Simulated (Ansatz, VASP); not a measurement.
## Ti in VASP and in Ansatz

INCAR

```
PREC = Accurate ; ENCUT = 400
EDIFF = 1E-8 ; ISMEAR = -1
SIGMA = 0.05 ; LREAL = False
LASPH = True ; NELM = 120
ALGO = Normal ; ISIF = 2
LWAVE = False ; LCHARG = False
GGA = CA ; LEFG = True
NBANDS = 12 ; GGA_COMPAT = False
```

Contents of KPOINTS:

```
regular mesh
0
Gamma
  15 15 15
```

File POSCAR:

```
Ti
1.0
    0.0000000000      2.0300000000      2.0097000000
    2.0300000000      0.0000000000      2.0097000000
    2.0300000000      2.0300000000      0.0000000000
Ti
1
Direct
    0.0000000000      0.0000000000      0.0000000000
```

Input for Ansatz:

```yaml
crystal:
  lattice:
    - [0.0, 2.03, 2.0097]
    - [2.03, 0.0, 2.0097]
    - [2.03, 2.03, 0.0]
  atoms:
    - { symbol: Ti, position: [0.0, 0.0, 0.0] }
kpoints:
  mp_grid: { grid: [15, 15, 15] }
scf:
  occupations: { method: fermi_dirac, width: 0.05 }
hamiltonian:
  xc: lda
  pseudopotentials: { kind: all_electron, datasets: crystal }
output:
  forces: true
  stress: true
  eigenvalues: true
  efg: { contact_densities: true }
```

Change from the starting cell: zz strain of -1 %, crystal datasets.

Alike in both runs: task electric field gradients; functional LDA; k mesh 15 × 15 × 15; occupations fermi-dirac, width 0.05 eV; no spin polarisation.

|  | VASP | Ansatz |
| --- | --- | --- |
| version | VASP 6.6.1 | Ansatz 0.2.0 |
| potentials or method | VASP PAW LDA potentials, release 64 (Ti_sv), cutoff 400 eV | all-electron PAW with datasets made for the crystal, scalar-relativistic |

```tsv
	VASP	Ansatz	Ansatz less VASP
pressure (GPa)	-4.6	-3.7	+0.89
traceless stress, the component that is largest in VASP (GPa)	0.27	0.27	-0.004
size of Vzz on the site where it differs most (V/Å²)	0.6	0.6	+0.01
```

LDA's correlation is that of Perdew and Zunger in VASP and of Perdew and Wang (1992) in Ansatz. Ansatz ran all-electron here, and VASP with PAW potentials.
